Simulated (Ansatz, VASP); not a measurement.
This is a calculation of TaN for Ansatz 0.2.0.

File input.yaml:

```yaml
crystal:
  lattice:
    - [2.82048, 0.0, 0.0]
    - [-1.41024, 2.4426073308, 0.0]
    - [0.0, 0.0, 2.883]
  atoms:
    - { symbol: Ta, position: [0.0, 0.0, 0.5] }
    - { symbol: "N", position: [0.6666666667, 0.3333333333, 0.0] }
hamiltonian:
  xc: pbesol
  pseudopotentials: { kind: paw }
kpoints:
  mp_grid: { grid: [9, 9, 8] }
scf:
  occupations: { method: fermi_dirac, width: 0.05 }
output:
  forces: true
  stress: true
  eigenvalues: true
```

Potentials or basis: Ansatz PAW.

Command:

```console
$ ansatz run input.yaml --threads 2 --pin off --max-ram 5632MiB --backend cpu --events-out ev --progress --plain --runs-dir out
```

**Question.** Set up the same calculation for VASP 6.6.1. Potentials there: VASP PAW PBE potentials, release 64 (Ta_sv_GW, N).

**Answer.** As run (the cutoff follows the program's own potentials):

The input INCAR:

```
PREC = Accurate ; ENCUT = 700
EDIFF = 1E-6 ; ISMEAR = -1
SIGMA = 0.05 ; LREAL = F
LASPH = T ; NELM = 120
ALGO = Normal ; ISIF = 2
LWAVE = F ; LCHARG = F
GGA = PS ; NBANDS = 16
GGA_COMPAT = F
```

KPOINTS

```
Automatic mesh
0
Gamma
  9 9 8
```

POSCAR

```
TaN
1.0
    2.8204800000      0.0000000000      0.0000000000
   -1.4102400000      2.4426073308      0.0000000000
    0.0000000000      0.0000000000      2.8830000000
Ta N
1 1
Direct
    0.0000000000      0.0000000000      0.5000000000
    0.6666666667      0.3333333333      0.0000000000
```

Potentials or basis: VASP PAW PBE potentials, release 64 (Ta_sv_GW, N).

Command:

```sh
$ cat potpaw_PBE.64/Ta_sv_GW/POTCAR potpaw_PBE.64/N/POTCAR > POTCAR
$ mpirun -np 1 vasp_std > vasp.out
```

Both were run:

|  | VASP | Ansatz | Ansatz less VASP |
| --- | --- | --- | --- |
| gap on the k mesh at the Fermi level (eV) | none | none | - |
| pressure (GPa) | 27.7 | 27.5 | -0.18 |
| traceless stress, the component that is largest in VASP (GPa) | -17.43 | -17.63 | -0.202 |

VASP's potentials were made for PBE, not for PBEsol. A gap of «none» marks a metal or a gap that the smearing closes. The functional is the same, so the differences come from potentials, cutoffs and numerics.

Spin-orbit coupling is off throughout.
